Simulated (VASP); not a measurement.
# Li2S (Fm-3m) in VASP: single point with PBE

Aim: the single point of Li2S with PBE.

Program: VASP 6.6.1. These are calculated values, not measurements. Logs are shortened: lines on timing, memory, paths and dates and some standing lists are left out, and cuts for length are marked.

**1. The cell of the first run**

It takes space group Fm-3m (No. 225, cubic). Conventional cell: a = 5.918 Å, b = 5.918 Å, c = 5.918 Å, α = 90.00°, β = 90.00°, γ = 90.00°. S (site symmetry m-3m) has 8 Li at 2.56 Å within 3.4 Å. Within 3.4 Å of Li (site symmetry -43m) lie 4 S at 2.56 Å and 6 Li at 2.96 Å.

**2. Single point, PBE (strain +4.0%)**

The input, INCAR:

```
SYSTEM = Li2S
  PREC = Accurate
  ENCUT = 750
  EDIFF = 1E-6
  ISMEAR = -1
  SIGMA = 0.02
  LREAL = .False.
  LASPH = .True.
  NELM = 120
  ALGO = Normal
  ISIF = 2
  LWAVE = .False.
  LCHARG = .False.
  GGA = PE
  NBANDS = 13
  GGA_COMPAT = .False.
```

The input, KPOINTS:

```
Automatic mesh
0
Gamma
  8 8 8
  0 0 0
```

The input, POSCAR:

```
Li2S
1.0
    0.0000000000      2.9591059840      2.9591059840
    2.9591059840      0.0000000000      2.9591059840
    2.9591059840      2.9591059840      0.0000000000
S Li
1 2
Direct
    0.0000000000      0.0000000000      0.0000000000
    0.2500000000      0.2500000000      0.2500000000
    0.7500000000      0.7500000000      0.7500000000
```

Potentials or basis: VASP PAW PBE potentials, release 64 (S, Li_sv).

Command:

```sh
> cat potpaw_PBE.64/S/POTCAR potpaw_PBE.64/Li_sv/POTCAR > POTCAR
> mpirun -np 1 vasp_std > vasp.out
```

OUTCAR:

```text
SYSTEM = Li2S
   PREC = Accurate
   ENCUT = 750
   EDIFF = 1E-6
   ISMEAR = -1
   LREAL = .False.
   LASPH = .True.
   NELM = 120
   ISIF = 2
   GGA = PE

 ion  position               nearest neighbor table
   1  0.000  0.000  0.000-   3 2.56   3 2.56   3 2.56   2 2.56   2 2.56   2 2.56   3 2.56   2 2.56

   2  0.250  0.250  0.250-   1 2.56   1 2.56   1 2.56   1 2.56
   3  0.750  0.750  0.750-   1 2.56   1 2.56   1 2.56   1 2.56

  LATTYP: Found a face centered cubic cell.
 ALAT       =     5.9182119680

  Lattice vectors:

 A1 = (   0.0000000000,   2.9591059840,   2.9591059840)
 A2 = (   2.9591059840,   0.0000000000,   2.9591059840)
 A3 = (   2.9591059840,   2.9591059840,   0.0000000000)

Analysis of symmetry for initial positions (statically):
=====================================================================
 Subroutine PRICEL returns:
 Original cell was already a primitive cell.

 Routine SETGRP: Setting up the symmetry group for a
 face centered cubic supercell.

 Subroutine GETGRP returns: Found 48 space group operations
 (whereof 48 operations were pure point group operations)
 out of a pool of 48 trial point group operations.

The static configuration has the point symmetry O_h .

Analysis of symmetry for dynamics (positions and initial velocities):
=====================================================================
 Subroutine PRICEL returns:
 Original cell was already a primitive cell.

 Routine SETGRP: Setting up the symmetry group for a
 face centered cubic supercell.

 Subroutine GETGRP returns: Found 48 space group operations
 (whereof 48 operations were pure point group operations)
 out of a pool of 48 trial point group operations.

The dynamic configuration has the point symmetry O_h .

 Subroutine INISYM returns: Found 48 space group operations
 (whereof 48 operations are pure point group operations),
 and found     1 'primitive' translations

----------------------------------------------------------------------------------------

                                     Primitive cell

  volume of cell :      51.8217

  direct lattice vectors                    reciprocal lattice vectors
     0.000000000  2.959105984  2.959105984    -0.168969953  0.168969953  0.168969953
     2.959105984  0.000000000  2.959105984     0.168969953 -0.168969953  0.168969953
     2.959105984  2.959105984  0.000000000     0.168969953  0.168969953 -0.168969953

  length of vectors
     4.184807815  4.184807815  4.184807815     0.292664544  0.292664544  0.292664544

  position of ions in fractional coordinates (direct lattice)
     0.000000000  0.000000000  0.000000000
     0.250000000  0.250000000  0.250000000
[... 93 lines left out ...]
   EFERMI =   0.00;   METHOD = LEGACY
   ISMEAR =    -1;   SIGMA  =   0.02  broadening in eV -4-tet -1-fermi 0-gaus
   EFERMI_NEDOS =   21; number of points for ismear=-14 and -15
   IALGO  =     38    algorithm
   IMIX   =      4    mixing-type and parameters
     AMIX     =   0.40;   BMIX     =  1.00
     AMIX_MAG =   1.60;   BMIX_MAG =  1.00
  volume/ion in A,a.u.               =      17.27       116.57
  Fermi-wavevector in a.u.,A,eV,Ry     =   1.005306  1.899752 13.750581  1.010639
  Thomas-Fermi vector in A             =   2.137976
   LORBIT       =      0    0 simple, 1 ext, 2 COOP (PROOUT), +10 PAW based schemes
   GGA     = PE    functional components
   LHFCALC =     F    Hartree Fock is set to
   AEXX    =    0.0000 exact exchange contribution
   IVDW    =     0    specifies the selected vdW correction
   LEPSILON=     F    determine dielectric tensor
   LRPA    =     F    only Hartree local field effects (RPA)
 non-spin polarized calculation
  energy-cutoff  :      750.00
  volume of cell :       51.82
 maximum number of plane-waves:      2450
 NGX is ok and might be reduce to    40
   NGX = 19   NGY = 19   NGZ = 19

 number of electron      11.9999999 magnetization

 Free energy of the ion-electron system (eV)
  ---------------------------------------------------
  ext. energy  EPLUGINS =         0.00000000
  ---------------------------------------------------
  free energy    TOTEN  =       -11.92778358 eV

  energy without entropy =      -11.92778358  energy(sigma->0) =      -11.92778358

 E-fermi :   1.3140     XC(G=0):  -8.0888

 val. band max:        0.8168983571   @ k =   0.0000   0.0000   0.0000
 cond. band min:       4.2534100884   @ k =   0.5000   0.5000   0.0000
 fundamental gap:      3.4365117313
 Fermi energy:         1.3139621117

 k-point     1 :       0.0000    0.0000    0.0000
  band No.  band energies     occupation
      1     -43.5967      2.00000
      2     -43.5696      2.00000
      3      -9.9281      2.00000
      4       0.8169      2.00000
      5       0.8169      2.00000
      6       0.8169      2.00000
      7       4.5323      0.00000
      8       6.9698      0.00000
      9       6.9698      0.00000
     10       6.9698      0.00000
     11      11.6897      0.00000
     12      11.6897      0.00000
     13      12.6595      0.00000
[... 354 lines left out ...]
  band No.  band energies     occupation
      1     -43.5826      2.00000
      2     -43.5826      2.00000
      3      -9.5252      2.00000
      4      -1.4398      2.00000
      5      -0.2707      2.00000
      6       0.0502      2.00000
      7       6.5322      0.00000
      8       7.0472      0.00000
      9       8.7780      0.00000
     10       9.2879      0.00000
     11      10.6327      0.00000
     12      11.8054      0.00000
     13      13.5697      0.00000

 [... further k-points ...]

------------------------ aborting loop because EDIFF is reached ----------------------------------------

  FORCE on cell =-STRESS in cart. coord.  units (eV):
  Direction    XX          YY          ZZ          XY          YZ          ZX
  --------------------------------------------------------------------------------------
  -------------------------------------------------------------------------------------
  Total       -1.2412080     -1.2412080     -1.2412080      0.0000000      0.0000000      0.0000000
  in kB      -38.3745749    -38.3745749    -38.3745749      0.0000000      0.0000000      0.0000000
  external PRESSURE =     -38.3745749 kB  Pullay stress =       0.0000000 kB

 VOLUME and BASIS-vectors are now :
 -----------------------------------------------------------------------------
  energy-cutoff  :      750.00
  volume of cell :       51.82
      direct lattice vectors                 reciprocal lattice vectors
     0.000000000  2.959105984  2.959105984    -0.168969953  0.168969953  0.168969953
     2.959105984  0.000000000  2.959105984     0.168969953 -0.168969953  0.168969953
     2.959105984  2.959105984  0.000000000     0.168969953  0.168969953 -0.168969953

 POSITION                                       TOTAL-FORCE (eV/Angst)
 -----------------------------------------------------------------------------------
      0.00000      0.00000      0.00000        -0.000000     -0.000000     -0.000000
      1.47955      1.47955      1.47955        -0.000000     -0.000000      0.000000
      4.43866      4.43866      4.43866         0.000000      0.000000     -0.000000
 -----------------------------------------------------------------------------------
    total drift:                                0.000000     -0.000000      0.000000

  FREE ENERGIE OF THE ION-ELECTRON SYSTEM (eV)
  ---------------------------------------------------
  free  energy   TOTEN  =       -11.9277835815 eV

  energy  without entropy=      -11.9277835815  energy(sigma->0) =      -11.92778358
```

It took 35 s on 1 thread of Intel Xeon Platinum 8124M at 3.00GHz (Skylake/Cascade Lake), shared host; peak memory 0.23 GiB.

Results:

```
Free energy            : -11.9278 eV
Pressure               : -3.8 GPa
Band gap on the k mesh : 3.44 eV (least direct gap 3.72 eV)
```

Caveat: the cell differs from its parent crystal (strain +4.0%); the cell stands under tension.
